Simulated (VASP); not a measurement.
# TeP2 (Fm-3m) in VASP: further runs

TeP2 is run at these levels: PBE; tasks: single point, relaxation of cell and atoms.

Everything below comes from runs of VASP 6.6.1. Logs are shortened: lines on timing, memory, paths and dates and some standing lists are left out, and cuts for length are marked.

**1. The cell of the first run**

It takes space group Fm-3m (No. 225, cubic). The conventional cell has a = 6.232 Å, b = 6.232 Å, c = 6.232 Å, α = 90.00°, β = 90.00°, γ = 90.00°. Te (site symmetry m-3m) has 8 P at 2.70 Å within 3.6 Å. P (site symmetry -43m) has 4 Te at 2.70 Å and 6 P at 3.12 Å within 3.6 Å.

**2. Single point, PBE**

INCAR reads:

```
SYSTEM = TeP2
  PREC = Accurate
  ENCUT = 520
  EDIFF = 1E-7
  ISMEAR = 0
  SIGMA = 0.1
  LREAL = .False.
  LASPH = .True.
  NELM = 80
  ALGO = Normal
  ISIF = 2
  LWAVE = .False.
  LCHARG = .True.
  GGA = PE
  LELF = .True.
  LVHAR = .True.
  NBANDS = 15
```

KPOINTS reads:

```
regular mesh
0
Gamma
  6 6 6
  0 0 0
```

POSCAR reads:

```
TeP2
1.0
    0.0000000000      3.1157500700      3.1157500700
    3.1157500700      0.0000000000      3.1157500700
    3.1157500700      3.1157500700      0.0000000000
Te P
1 2
Direct
    0.0000000000      0.0000000000      0.0000000000
    0.2500000000      0.2500000000      0.2500000000
    0.7500000000      0.7500000000      0.7500000000
```

Potentials or basis: VASP PAW PBE potentials, release 64 (Te, P).

Command:

```console
$ cat potpaw_PBE.64/Te/POTCAR potpaw_PBE.64/P/POTCAR > POTCAR
$ mpirun -np 1 vasp_std > vasp.out
```

OUTCAR:

```text
SYSTEM = TeP2
   PREC = Accurate
   ENCUT = 520
   EDIFF = 1E-7
   ISMEAR = 0
   LREAL = .False.
   LASPH = .True.
   NELM = 80
   ISIF = 2
   GGA = PE

 ion  position               nearest neighbor table
   1  0.000  0.000  0.000-   3 2.70   3 2.70   3 2.70   2 2.70   3 2.70   2 2.70   2 2.70   2 2.70

   2  0.250  0.250  0.250-   1 2.70   1 2.70   1 2.70   1 2.70
   3  0.750  0.750  0.750-   1 2.70   1 2.70   1 2.70   1 2.70

  LATTYP: Found a face centered cubic cell.
 ALAT       =     6.2315001400

  Lattice vectors:

 A1 = (   0.0000000000,   3.1157500700,   3.1157500700)
 A2 = (   3.1157500700,   0.0000000000,   3.1157500700)
 A3 = (   3.1157500700,   3.1157500700,   0.0000000000)

Analysis of symmetry for initial positions (statically):
=====================================================================
 Subroutine PRICEL returns:
 Original cell was already a primitive cell.

 Routine SETGRP: Setting up the symmetry group for a
 face centered cubic supercell.

 Subroutine GETGRP returns: Found 48 space group operations
 (whereof 48 operations were pure point group operations)
 out of a pool of 48 trial point group operations.

The static configuration has the point symmetry O_h .

Analysis of symmetry for dynamics (positions and initial velocities):
=====================================================================
 Subroutine PRICEL returns:
 Original cell was already a primitive cell.

 Routine SETGRP: Setting up the symmetry group for a
 face centered cubic supercell.

 Subroutine GETGRP returns: Found 48 space group operations
 (whereof 48 operations were pure point group operations)
 out of a pool of 48 trial point group operations.

The dynamic configuration has the point symmetry O_h .

 Subroutine INISYM returns: Found 48 space group operations
 (whereof 48 operations are pure point group operations),
 and found     1 'primitive' translations

----------------------------------------------------------------------------------------

                                     Primitive cell

  volume of cell :      60.4948

  direct lattice vectors                    reciprocal lattice vectors
     0.000000000  3.115750070  3.115750070    -0.160475002  0.160475002  0.160475002
     3.115750070  0.000000000  3.115750070     0.160475002 -0.160475002  0.160475002
     3.115750070  3.115750070  0.000000000     0.160475002  0.160475002 -0.160475002

  length of vectors
     4.406336006  4.406336006  4.406336006     0.277950858  0.277950858  0.277950858

[... 85 lines left out ...]
   NUPDOWN=      -1.0000    fix difference up-down
   EMIN   =  10.00;   EMAX   =-10.00  energy-range for DOS
   EFERMI =   0.00;   METHOD = LEGACY
   ISMEAR =     0;   SIGMA  =   0.10  broadening in eV -4-tet -1-fermi 0-gaus
   EFERMI_NEDOS =   21; number of points for ismear=-14 and -15
   IALGO  =     38    algorithm
   IMIX   =      4    mixing-type and parameters
     AMIX     =   0.40;   BMIX     =  1.00
     AMIX_MAG =   1.60;   BMIX_MAG =  1.00
  volume/ion in A,a.u.               =      20.16       136.08
  Fermi-wavevector in a.u.,A,eV,Ry     =   1.050854  1.985825 15.024822  1.104293
  Thomas-Fermi vector in A             =   2.185873
   LORBIT       =      0    0 simple, 1 ext, 2 COOP (PROOUT), +10 PAW based schemes
   GGA     = PE    functional components
   LHFCALC =     F    Hartree Fock is set to
   AEXX    =    0.0000 exact exchange contribution
   IVDW    =     0    specifies the selected vdW correction
   LEPSILON=     F    determine dielectric tensor
   LRPA    =     F    only Hartree local field effects (RPA)
 non-spin polarized calculation
 Gauss-broadening in eV      SIGMA  =   0.10
  energy-cutoff  :      520.00
  volume of cell :       60.49
 maximum number of plane-waves:      1660
 NGX is ok and might be reduce to    36
   NGX = 17   NGY = 17   NGZ = 17

 number of electron      15.9999999 magnetization

 Free energy of the ion-electron system (eV)
  ---------------------------------------------------
  ext. energy  EPLUGINS =         0.00000000
  ---------------------------------------------------
  free energy    TOTEN  =       -10.90356186 eV

  energy without entropy =      -10.88695009  energy(sigma->0) =      -10.89525597

 E-fermi :   8.3817     XC(G=0): -10.3560

 val. band max:        8.3207883010   @ k =   0.1667   0.1667   0.0000
 cond. band min:       8.3875628302   @ k =   0.5000   0.1667   0.0000
 fundamental gap:      0.0667745292
 Fermi energy:         8.3816724063

 k-point     1 :       0.0000    0.0000    0.0000
  band No.  band energies     occupation
      1      -7.4186      2.00000
      2       0.4773      2.00000
      3       2.4066      2.00000
      4       4.4154      2.00000
      5       4.4154      2.00000
      6       4.4154      2.00000
      7       4.9500      2.00000
      8       4.9500      2.00000
      9       4.9500      2.00000
     10       9.7952      0.00000
     11       9.7952      0.00000
     12       9.7952      0.00000
     13      12.3832      0.00000
     14      12.3832      0.00000
[... 257 lines left out ...]
      2      -3.2836      2.00000
      3      -2.2209      2.00000
      4       1.2458      2.00000
      5       3.2487      2.00000
      6       6.3833      2.00000
      7       6.4964      2.00000
      8       9.6399      0.00000
      9       9.9811      0.00000
     10      10.2429      0.00000
     11      11.5904      0.00000
     12      12.0270      0.00000
     13      15.6933      0.00000
     14      16.2269      0.00000
     15      16.5822      0.00000

------------------------ aborting loop because EDIFF is reached ----------------------------------------

  FORCE on cell =-STRESS in cart. coord.  units (eV):
  Direction    XX          YY          ZZ          XY          YZ          ZX
  --------------------------------------------------------------------------------------
  -------------------------------------------------------------------------------------
  Total        4.5386731      4.5386731      4.5386731      0.0000000     -0.0000000      0.0000000
  in kB      120.2047558    120.2047558    120.2047558      0.0000000     -0.0000000      0.0000000
  external PRESSURE =     120.2047558 kB  Pullay stress =       0.0000000 kB

 VOLUME and BASIS-vectors are now :
 -----------------------------------------------------------------------------
  energy-cutoff  :      520.00
  volume of cell :       60.49
      direct lattice vectors                 reciprocal lattice vectors
     0.000000000  3.115750070  3.115750070    -0.160475002  0.160475002  0.160475002
     3.115750070  0.000000000  3.115750070     0.160475002 -0.160475002  0.160475002
     3.115750070  3.115750070  0.000000000     0.160475002  0.160475002 -0.160475002

 POSITION                                       TOTAL-FORCE (eV/Angst)
 -----------------------------------------------------------------------------------
      0.00000      0.00000      0.00000         0.000000     -0.000000      0.000000
      1.55788      1.55788      1.55788         0.000000      0.000000     -0.000000
      4.67363      4.67363      4.67363        -0.000000     -0.000000      0.000000
 -----------------------------------------------------------------------------------
    total drift:                                0.000000      0.000000      0.000000

  FREE ENERGIE OF THE ION-ELECTRON SYSTEM (eV)
  ---------------------------------------------------
  free  energy   TOTEN  =       -10.9035618580 eV

  energy  without entropy=      -10.8869500853  energy(sigma->0) =      -10.89525597
```

stdout:

```text
POSCAR found type information on POSCAR TeP
 POSCAR found :  2 types and       3 ions
 scaLAPACK will be used
 LDA part: xc-table for (Slater+PW92), standard interpolation
 POSCAR, INCAR and KPOINTS ok, starting setup
 FFT: planning ... GRIDC
 FFT: planning ... GRID_SOFT
 FFT: planning ... GRID
 WAVECAR not read
 entering main loop
```

It took 10 s on 1 thread of Intel Xeon 6975P-C (Granite Rapids), shared host; peak memory 0.2 GiB.

Results:

* Free energy: -10.9036 eV
* Pressure: 12.0 GPa
* Band gap on the k mesh: zero (band 8 reaches 9.64 eV, above the bottom of band 9 at 4.95 eV)

Levels at points of the mesh, in eV from the Fermi level:
| k point | band 5 | band 6 | band 7 | band 8 | band 9 | band 10 | band 11 | band 12 |
| --- | --- | --- | --- | --- | --- | --- | --- | --- |
| (0.00, 0.00, 0.00) | -3.97 | -3.97 | -3.43 | -3.43 | -3.43 | 1.41 | 1.41 | 1.41 |
| (0.50, 0.00, 0.00) | -5.39 | -2.84 | -2.54 | -2.54 | 1.42 | 2.85 | 2.85 | 4.19 |
| (0.50, 0.50, 0.00) | -6.85 | -3.00 | 1.09 | 1.09 | 1.64 | 2.12 | 3.71 | 3.71 |

Caveat: spin-orbit coupling is left out, which moves the levels of the heavy elements.

**3. Single point, PBE**

This run uses another cell than the first one, of 23.26 Å³/atom, 1.153 times its volume.

INCAR reads:

```
PREC = Accurate
ENCUT = 520
EDIFF = 1E-6
ISMEAR = 0
SIGMA = 0.1
LREAL = False
LASPH = True
NELM = 80
ALGO = Normal
ISIF = 2
LWAVE = False
LCHARG = False
GGA = PE
NBANDS = 15
```

KPOINTS reads:

```
regular mesh
0
Gamma
  6 6 6
```

POSCAR reads:

```
TeP2
1.0
    0.0000000000      3.2676428859      3.2676428859
    3.2676428859      0.0000000000      3.2676428859
    3.2676428859      3.2676428859      0.0000000000
Te P
1 2
Direct
    0.0000000000      0.0000000000      0.0000000000
    0.2500000000      0.2500000000      0.2500000000
    0.7500000000      0.7500000000      0.7500000000
```

Potentials or basis: VASP PAW PBE potentials, release 64 (Te, P).

Command:

```console
$ cat potpaw_PBE.64/Te/POTCAR potpaw_PBE.64/P/POTCAR > POTCAR
$ mpirun -np 1 vasp_std > vasp.out
```

Wall time 8.4 s (1 thread of Intel Xeon 6975P-C (Granite Rapids), shared host); peak memory 0.2 GiB.

The run converged. Its results:

| Quantity | Value |
| --- | --- |
| Free energy | -11.2187 eV |
| Pressure | 0.2 GPa |
| Band gap on the k mesh | zero (band 8 reaches 7.64 eV, above the bottom of band 9 at 3.71 eV) |

Levels at points of the mesh, in eV from the Fermi level:
```
           k point  band 4  band 5  band 6  band 7  band 8  band 9  band 10  band 11  band 12  band 13
(0.00, 0.00, 0.00)   -3.47   -3.47   -3.47   -2.85   -2.85   -2.85     1.46     1.46     1.46     4.43
(0.50, 0.00, 0.00)   -4.66   -4.66   -2.77   -2.03   -2.03    0.92     2.57     2.57     3.45     6.27
(0.50, 0.50, 0.00)   -5.91   -5.91   -2.54    0.80    0.94    0.94     1.78     3.20     3.20     5.73
```

Caveat: spin-orbit coupling is left out, which moves the levels of the heavy elements.

**4. Relaxation of cell and atoms, PBE**

INCAR reads:

```
PREC = Accurate
ENCUT = 600
EDIFF = 1E-6
ISMEAR = 0
SIGMA = 0.1
LREAL = F
LASPH = T
NELM = 60
ALGO = Normal
ISIF = 3
LWAVE = F
LCHARG = F
GGA = PE
IBRION = 2
NSW = 90
EDIFFG = -0.04
```

KPOINTS is that of step 3.

POSCAR reads:

```
TeP2
1.0
    0.0000000000      3.1157500700      3.1157500700
    3.1157500700      0.0000000000      3.1157500700
    3.1157500700      3.1157500700      0.0000000000
Te P
1 2
Direct
    0.0000000000      0.0000000000      0.0000000000
    0.2500000000      0.2500000000      0.2500000000
    0.7500000000      0.7500000000      0.7500000000
```

Potentials or basis: VASP PAW PBE potentials, release 64 (Te, P).

Command:

```console
$ cat potpaw_PBE.64/Te/POTCAR potpaw_PBE.64/P/POTCAR > POTCAR
$ mpirun -np 1 vasp_std > vasp.out
```

OUTCAR:

```text
PREC = Accurate
   ENCUT = 600
   EDIFF = 1E-6
   ISMEAR = 0
   LREAL = F
   LASPH = T
   NELM = 60
   ISIF = 3
   GGA = PE
   IBRION = 2
   NSW = 90
   EDIFFG = -0.04

 ion  position               nearest neighbor table
   1  0.000  0.000  0.000-   3 2.70   3 2.70   3 2.70   2 2.70   3 2.70   2 2.70   2 2.70   2 2.70

   2  0.250  0.250  0.250-   1 2.70   1 2.70   1 2.70   1 2.70
   3  0.750  0.750  0.750-   1 2.70   1 2.70   1 2.70   1 2.70

  LATTYP: Found a face centered cubic cell.
 ALAT       =     6.2315001400

  Lattice vectors:

 A1 = (   0.0000000000,   3.1157500700,   3.1157500700)
 A2 = (   3.1157500700,   0.0000000000,   3.1157500700)
 A3 = (   3.1157500700,   3.1157500700,   0.0000000000)

Analysis of symmetry for initial positions (statically):
=====================================================================
 Subroutine PRICEL returns:
 Original cell was already a primitive cell.

 Routine SETGRP: Setting up the symmetry group for a
 face centered cubic supercell.

 Subroutine GETGRP returns: Found 48 space group operations
 (whereof 48 operations were pure point group operations)
 out of a pool of 48 trial point group operations.

The static configuration has the point symmetry O_h .

Analysis of symmetry for dynamics (positions and initial velocities):
=====================================================================
 Subroutine PRICEL returns:
[... 145 lines left out ...]
 Free energy of the ion-electron system (eV)
  ---------------------------------------------------
  ext. energy  EPLUGINS =         0.00000000
  ---------------------------------------------------
  free energy    TOTEN  =       -10.90403512 eV

  energy without entropy =      -10.88742079  energy(sigma->0) =      -10.89572795

 E-fermi :   8.3815     XC(G=0): -10.3560

 val. band max:        8.3206968305   @ k =   0.1667   0.1667   0.0000
 cond. band min:       8.3874584024   @ k =   0.5000   0.1667   0.0000
 fundamental gap:      0.0667615719
 Fermi energy:         8.3815457894

 k-point     1 :       0.0000    0.0000    0.0000
  band No.  band energies     occupation
      1      -7.4186      2.00000
      2       0.4774      2.00000
      3       2.4066      2.00000
      4       4.4153      2.00000
      5       4.4153      2.00000
      6       4.4153      2.00000
      7       4.9500      2.00000
      8       4.9500      2.00000
      9       4.9500      2.00000
     10       9.7951      0.00000
     11       9.7951      0.00000
     12       9.7951      0.00000
[... 296 lines left out ...]
--------------------------------------- Ionic step        3  -------------------------------------------

 number of electron      15.9999998 magnetization

 Free energy of the ion-electron system (eV)
  ---------------------------------------------------
  ext. energy  EPLUGINS =         0.00000000
  ---------------------------------------------------
  free energy    TOTEN  =       -11.21822777 eV

  energy without entropy =      -11.20802143  energy(sigma->0) =      -11.21312460

 E-fermi :   6.5303     XC(G=0):  -9.7158

 val. band max:        6.4551574621   @ k =   0.5000   0.1667   0.0000
 cond. band min:       6.5960475844   @ k =   0.3333   0.3333   0.0000
 fundamental gap:      0.1408901223
 Fermi energy:         6.5302891688

 k-point     1 :       0.0000    0.0000    0.0000
  band No.  band energies     occupation
      1      -8.0211      2.00000
      2      -1.5077      2.00000
      3      -0.2087      2.00000
      4       3.0741      2.00000
      5       3.0741      2.00000
      6       3.0741      2.00000
      7       3.6895      2.00000
      8       3.6895      2.00000
      9       3.6895      2.00000
     10       7.9943      0.00000
     11       7.9943      0.00000
     12       7.9943      0.00000
[... 253 lines left out ...]
  FREE ENERGIE OF THE ION-ELECTRON SYSTEM (eV)
  ---------------------------------------------------
  free  energy   TOTEN  =       -11.2182277701 eV

  energy  without entropy=      -11.2080214349  energy(sigma->0) =      -11.21312460

 reached required accuracy - stopping structural energy minimisation
```

Run time: 18 s. Hardware: 1 thread of Intel Xeon 6975P-C (Granite Rapids), shared host; peak memory 0.21 GiB.

What came out:

```
Free energy                            : -11.2182 eV
Relaxed volume                         : 23.32 Å³/atom
Relaxed cell                           : a = 4.625 Å, b = 4.625 Å, c = 4.625 Å, α = 60.00°, β = 60.00°, γ = 60.00°
Space group after relaxing (to 0.05 Å) : Fm-3m (No. 225)
Energy gained by relaxing              : 104.7 meV/atom
Ionic steps                            : 3
Pressure after relaxing                : 0.0 GPa
Band gap on the k mesh                 : zero (band 8 reaches 7.61 eV, above the bottom of band 9 at 3.69 eV)
```

Step by step:
```
step  energy change (eV)  largest force (eV/Å)  pressure (GPa)  volume (Å³)
   1              0.0000                0.0000           12.03        60.49
   2             -0.2601                0.0000           -3.44        74.74
   3             -0.3142                0.0000            0.02        69.95
```

Final structure:
```
Te P
1.0
     0.00000    3.27027    3.27027
     3.27027    0.00000    3.27027
     3.27027    3.27027    0.00000
Te P
1 2
Direct
  0.00000 0.00000 0.00000
  0.25000 0.25000 0.25000
  0.75000 0.75000 0.75000
```

Caveat: the volume moved by over 15 % at a fixed basis, so the end points are rough; spin-orbit coupling is left out, which moves the levels of the heavy elements.

**5. Single point, PBE**

This run uses another cell than the first one, of 23.33 Å³/atom, 1.157 times its volume.

INCAR reads:

```
ALGO = Normal
EDIFF = 1E-6
ENCUT = 520
GGA = PE
ISIF = 2
ISMEAR = 0
LASPH = True
LCHARG = True
LELF = True
LREAL = False
LVHAR = True
LWAVE = False
NBANDS = 15
NELM = 80
PREC = Accurate
SIGMA = 0.1
```

KPOINTS reads:

```
k-points
0
Gamma
  12 12 12
```

POSCAR reads:

```
TeP2
1.0
    0.0000000000      3.2709857437      3.2709857437
    3.2709857437      0.0000000000      3.2709857437
    3.2709857437      3.2709857437      0.0000000000
Te P
1 2
Direct
    0.0000000000      0.0000000000      0.0000000000
    0.2500000000      0.2500000000      0.2500000000
    0.7500000000      0.7500000000      0.7500000000
```

Command:

```console
$ cat potpaw_PBE.64/Te/POTCAR potpaw_PBE.64/P/POTCAR > POTCAR
$ mpirun -np 1 vasp_std > vasp.out
```

Wall time 29 s (1 thread of Intel Xeon 6975P-C (Granite Rapids), shared host); peak memory 0.24 GiB.

It converged, with:

| Quantity | Value |
| --- | --- |
| Free energy | -11.2108 eV |
| Pressure | -0.1 GPa |
| Band gap on the k mesh | zero (band 8 reaches 7.61 eV, above the bottom of band 9 at 3.68 eV) |

Levels at points of the mesh, in eV from the Fermi level:
| k point | band 6 | band 7 | band 8 | band 9 | band 10 | band 11 |
| --- | --- | --- | --- | --- | --- | --- |
| (0.00, 0.00, 0.00) | -3.46 | -2.85 | -2.85 | -2.85 | 1.45 | 1.45 |
| (0.50, 0.00, 0.00) | -2.78 | -2.03 | -2.03 | 0.89 | 2.55 | 2.55 |
| (0.50, 0.50, 0.00) | -2.54 | 0.78 | 0.92 | 0.92 | 1.77 | 3.18 |

Caveat: spin-orbit coupling is left out, which moves the levels of the heavy elements.

**6. Overview**

```tsv
task	cell	k mesh	cutoff (eV)	gap on the mesh (eV)	pressure (GPa)
single point	a = 4.406 Å, angles 60.0°, 3 atoms	6 × 6 × 6	520	none	12.0
single point	a = 4.621 Å, angles 60.0°, 3 atoms	6 × 6 × 6	520	none	0.2
relaxation of cell and atoms	relaxed from a = 4.406 Å, angles 60.0°, 3 atoms	6 × 6 × 6	600	none	0.0
single point	a = 4.626 Å, angles 60.0°, 3 atoms	12 × 12 × 12	520	none	-0.1
```

Alike in all rows: level PBE; potentials or basis VASP PAW PBE potentials, release 64 (Te, P); no spin polarisation; smearing gaussian 0.1 eV.

Caveats: spin-orbit coupling is left out, which moves the levels of the heavy elements; the volume moved by over 15 % at a fixed basis, so the end points are rough (some runs).

Total energies depend on the potentials used, so only differences within one code and one set of settings carry meaning.
